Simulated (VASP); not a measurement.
# Ag (Fm-3m) in VASP: further runs, part 2 of 2

VASP 6.6.1.

## 3. Relaxation of cell and atoms, PBEsol

This run uses another cell than the first one, of 17.05 Å³/atom, 1.021 times its volume.

INCAR reads:

```
PREC = Accurate
ENCUT = 600
EDIFF = 1E-7
ISMEAR = 0
SIGMA = 0.05
LREAL = F
LASPH = T
NELM = 60
ALGO = Normal
ISIF = 3
LWAVE = F
LCHARG = F
GGA = PS
IBRION = 2
NSW = 80
EDIFFG = -0.01
```

KPOINTS reads:

```
Automatic mesh
0
Gamma
  10 10 10
```

POSCAR reads:

```
Ag
1.0
    0.0000000000      2.0427500000      2.0427500000
    2.0427500000      0.0000000000      2.0427500000
    2.0427500000      2.0427500000      0.0000000000
Ag
1
Direct
    0.0000000000      0.0000000000      0.0000000000
```

Potentials or basis: VASP PAW PBE potentials, release 64 (Ag).

Run with:

```console
$ cat potpaw_PBE.64/Ag/POTCAR > POTCAR
$ mpirun -np 1 vasp_std > vasp.out
```

OUTCAR:

```text
PREC = Accurate
   ENCUT = 600
   EDIFF = 1E-7
   ISMEAR = 0
   LREAL = F
   LASPH = T
   NELM = 60
   ISIF = 3
   GGA = PS
   IBRION = 2
   NSW = 80
   EDIFFG = -0.01

 ion  position               nearest neighbor table
   1  0.000  0.000  0.000-

  LATTYP: Found a face centered cubic cell.
 ALAT       =     4.0855000000

  Lattice vectors:

 A1 = (   0.0000000000,   2.0427500000,   2.0427500000)
 A2 = (   2.0427500000,   0.0000000000,   2.0427500000)
 A3 = (   2.0427500000,   2.0427500000,   0.0000000000)

Analysis of symmetry for initial positions (statically):
=====================================================================
 Subroutine PRICEL returns:
 Original cell was already a primitive cell.

 Routine SETGRP: Setting up the symmetry group for a
 face centered cubic supercell.

 Subroutine GETGRP returns: Found 48 space group operations
 (whereof 48 operations were pure point group operations)
 out of a pool of 48 trial point group operations.

The static configuration has the point symmetry O_h .

Analysis of symmetry for dynamics (positions and initial velocities):
=====================================================================
 Subroutine PRICEL returns:
 Original cell was already a primitive cell.

 Routine SETGRP: Setting up the symmetry group for a
 face centered cubic supercell.

 Subroutine GETGRP returns: Found 48 space group operations
 (whereof 48 operations were pure point group operations)
 out of a pool of 48 trial point group operations.

The dynamic configuration has the point symmetry O_h .

 Subroutine INISYM returns: Found 48 space group operations
 (whereof 48 operations are pure point group operations),
 and found     1 'primitive' translations

----------------------------------------------------------------------------------------

                                     Primitive cell

  volume of cell :      17.0481

  direct lattice vectors                    reciprocal lattice vectors
     0.000000000  2.042750000  2.042750000    -0.244768082  0.244768082  0.244768082
     2.042750000  0.000000000  2.042750000     0.244768082 -0.244768082  0.244768082
     2.042750000  2.042750000  0.000000000     0.244768082  0.244768082 -0.244768082

  length of vectors
     2.888884755  2.888884755  2.888884755     0.423950755  0.423950755  0.423950755

  position of ions in fractional coordinates (direct lattice)
     0.000000000  0.000000000  0.000000000

  ion indices of the primitive-cell ions
   primitive index   ion index
                 1           1

----------------------------------------------------------------------------------------

 KPOINTS: Automatic mesh

Automatic generation of k-mesh.
 Grid dimensions read from file:
 generate k-points for:   10   10   10

 Generating k-lattice:

  Cartesian coordinates                     Fractional coordinates (reciprocal lattice)
    -0.024476808  0.024476808  0.024476808     0.100000000  0.000000000  0.000000000
     0.024476808 -0.024476808  0.024476808     0.000000000  0.100000000  0.000000000
     0.024476808  0.024476808 -0.024476808     0.000000000  0.000000000  0.100000000

  Length of vectors
[... 38 lines left out ...]
   number of dos      NEDOS =    301   number of ions     NIONS =      1
   total plane-waves  NPLWV =  13824
   dimension x,y,z NGX =    24 NGY =   24 NGZ =   24
   dimension x,y,z NGXF=    48 NGYF=   48 NGZF=   48
   ions per type =               1
   NGX,Y,Z   is equivalent  to a cutoff of  13.81, 13.81, 13.81 a.u.
   NGXF,Y,Z  is equivalent  to a cutoff of  27.62, 27.62, 27.62 a.u.
 SYSTEM =  unknown system
   PREC   = accura    normal or accurate (medium, high low for compatibility)
   ISTART =      0    job   : 0-new  1-cont  2-samecut
   ICHARG =      2    charge: 1-file 2-atom 10-const
   ISPIN  =      1    spin polarized calculation?
   LNONCOLLINEAR =      F non collinear calculations
   LSORBIT =      F    spin-orbit coupling
   LASPH  =      T    aspherical Exc in radial PAW
   ENCUT  =  600.0 eV  44.10 Ry    6.64 a.u.   5.77  5.77  5.77*2*pi/ulx,y,z
   NELM   =     60;   NELMIN=  2; NELMDL= -5     # of ELM steps
   EDIFF  = 0.1E-06   stopping-criterion for ELM
   LREAL  =      F    real-space projection
   EDIFFG = -.1E-01   stopping-criterion for IOM
   NSW    =     80    number of steps for IOM
   IBRION =      2    ionic relax: 0-MD 1-quasi-New 2-CG
   NFREE  =      1    steps in history (QN), initial steepest desc. (CG)
   ISIF   =      3    stress and relaxation
   ISYM   =      2    0-nonsym 1-usesym 2-fastsym
   POTIM  = 0.5000    time-step for ionic-motion
   TEBEG  =    0.0;   TEEND  =   0.0 temperature during run
   PSTRESS=    0.0 pullay stress
   NELECT =      11.0000    total number of electrons
   NUPDOWN=      -1.0000    fix difference up-down
   EMIN   =  10.00;   EMAX   =-10.00  energy-range for DOS
   EFERMI =   0.00;   METHOD = LEGACY
   ISMEAR =     0;   SIGMA  =   0.05  broadening in eV -4-tet -1-fermi 0-gaus
   EFERMI_NEDOS =   21; number of points for ismear=-14 and -15
   IALGO  =     38    algorithm
   IMIX   =      4    mixing-type and parameters
     AMIX     =   0.40;   BMIX     =  1.00
     AMIX_MAG =   1.60;   BMIX_MAG =  1.00
  volume/ion in A,a.u.               =      17.05       115.05
  Fermi-wavevector in a.u.,A,eV,Ry     =   1.414644  2.673290 27.228221  2.001218
  Thomas-Fermi vector in A             =   2.536165
   LORBIT       =      0    0 simple, 1 ext, 2 COOP (PROOUT), +10 PAW based schemes
   GGA     = PS    functional components
   LHFCALC =     F    Hartree Fock is set to
   AEXX    =    0.0000 exact exchange contribution
   IVDW    =     0    specifies the selected vdW correction
   LEPSILON=     F    determine dielectric tensor
   LRPA    =     F    only Hartree local field effects (RPA)
 conjugate gradient relaxation of ions
 non-spin polarized calculation
 Gauss-broadening in eV      SIGMA  =   0.05
  energy-cutoff  :      600.00
  volume of cell :       17.05
 maximum number of plane-waves:       588
   NGX = 11   NGY = 11   NGZ = 11

--------------------------------------- Ionic step        1  -------------------------------------------

 number of electron      10.9999999 magnetization

 Free energy of the ion-electron system (eV)
  ---------------------------------------------------
  ext. energy  EPLUGINS =         0.00000000
  ---------------------------------------------------
  free energy    TOTEN  =        -3.29124173 eV

  energy without entropy =       -3.29042114  energy(sigma->0) =       -3.29083144

------------------------ aborting loop because EDIFF is reached ----------------------------------------

  FORCE on cell =-STRESS in cart. coord.  units (eV):
  Direction    XX          YY          ZZ          XY          YZ          ZX
  --------------------------------------------------------------------------------------
  -------------------------------------------------------------------------------------
  Total       -0.2615972     -0.2615972     -0.2615972      0.0000000      0.0000000      0.0000000
  in kB      -24.5848729    -24.5848729    -24.5848729      0.0000000      0.0000000      0.0000000
  external PRESSURE =     -24.5848729 kB  Pullay stress =       0.0000000 kB
[... 57 lines left out ...]
--------------------------------------- Ionic step        3  -------------------------------------------

 number of electron      11.0000001 magnetization

 Free energy of the ion-electron system (eV)
  ---------------------------------------------------
  ext. energy  EPLUGINS =         0.00000000
  ---------------------------------------------------
  free energy    TOTEN  =        -3.29423940 eV

  energy without entropy =       -3.29336672  energy(sigma->0) =       -3.29380306

 E-fermi :   8.5577     XC(G=0): -12.5479

 val. band max:        8.2687951310   @ k =   0.5000   0.2000   0.1000
 cond. band min:       8.5999929407   @ k =   0.5000   0.1000   0.0000
 fundamental gap:      0.3311978097
 Fermi energy:         8.5577493361

 k-point     1 :       0.0000    0.0000    0.0000
  band No.  band energies     occupation
      1       0.5514      2.00000
      2       3.7008      2.00000
      3       3.7008      2.00000
      4       3.7008      2.00000
      5       4.7913      2.00000
      6       4.7913      2.00000
      7      24.5840      0.00000
      8      28.2926      0.00000
      9      28.2926      0.00000
[... 265 lines left out ...]
 k-point    24 :       0.4000    0.3000    0.0000
  band No.  band energies     occupation
      1       2.3989      2.00000
      2       2.5471      2.00000
      3       4.8396      2.00000
      4       5.0185      2.00000
      5       5.5757      2.00000
      6       7.2768      2.00000
      7      19.1919      0.00000
      8      20.3567      0.00000
      9      21.2111      0.00000

 [... further k-points ...]
[... 5 lines left out ...]
  --------------------------------------------------------------------------------------
  -------------------------------------------------------------------------------------
  Total        0.0001095      0.0001095      0.0001095      0.0000000      0.0000000     -0.0000000
  in kB        0.0105287      0.0105287      0.0105287      0.0000000      0.0000000     -0.0000000
  external PRESSURE =       0.0105287 kB  Pullay stress =       0.0000000 kB
[... 16 lines left out ...]
  FREE ENERGIE OF THE ION-ELECTRON SYSTEM (eV)
  ---------------------------------------------------
  free  energy   TOTEN  =        -3.2942393976 eV

  energy  without entropy=       -3.2933667200  energy(sigma->0) =       -3.29380306

 reached required accuracy - stopping structural energy minimisation
```

OSZICAR:

```text
N       E                     dE             d eps       ncg     rms          rms(c)
DAV:   1     0.502453462147E+02    0.50245E+02   -0.61779E+03   854   0.124E+03
DAV:   2    -0.320208416345E+01   -0.53447E+02   -0.51547E+02   856   0.223E+02
DAV:   3    -0.363913839784E+01   -0.43705E+00   -0.43696E+00  1015   0.246E+01
DAV:   4    -0.364007079912E+01   -0.93240E-03   -0.93239E-03   936   0.103E+00
[... 21 lines left out ...]
DAV:   3    -0.329446895667E+01    0.88124E-03   -0.21709E-03   870   0.469E-01    0.266E-01
DAV:   4    -0.329423849309E+01    0.23046E-03   -0.31991E-04   888   0.180E-01    0.123E-02
DAV:   5    -0.329423898073E+01   -0.48764E-06   -0.13516E-05   877   0.379E-02    0.455E-03
DAV:   6    -0.329423939970E+01   -0.41897E-06   -0.86265E-07   906   0.110E-02    0.480E-04
DAV:   7    -0.329423939764E+01    0.20639E-08   -0.24681E-09   464   0.587E-04
   3 F= -.32942394E+01 E0= -.32938031E+01  d E =-.299767E-02
```

Run time: 7.8 s. Hardware: 1 thread of Intel Xeon 6975P-C (Granite Rapids), shared host; peak memory 0.15 GiB.

Results:

| Item | Value |
| --- | --- |
| Free energy | -3.2942 eV |
| Relaxed volume | 16.67 Å³/atom |
| Relaxed cell | a = 2.867 Å, b = 2.867 Å, c = 2.867 Å, α = 60.00°, β = 60.00°, γ = 60.00° |
| Space group after relaxing (to 0.05 Å) | Fm-3m (No. 225) |
| Energy gained by relaxing | 3.0 meV/atom |
| Ionic steps | 3 |
| Pressure after relaxing | 0.0 GPa |

Step by step:
```tsv
step	energy change (eV)	largest force (eV/Å)	pressure (GPa)	volume (Å³)
1	0.0000	0.0000	-2.46	17.05
2	-0.0015	0.0000	1.86	16.41
3	-0.0030	0.0000	0.00	16.67
```

Final structure:
```yaml
crystal:
  lattice:
    - [0.00000, 2.02739, 2.02739]
    - [2.02739, 0.00000, 2.02739]
    - [2.02739, 2.02739, 0.00000]
  atoms:
    - { symbol: Ag, position: [0.00000, 0.00000, 0.00000] }
```

Caveat: the PAW data sets were made with another functional, which shifts forces and pressure a little.
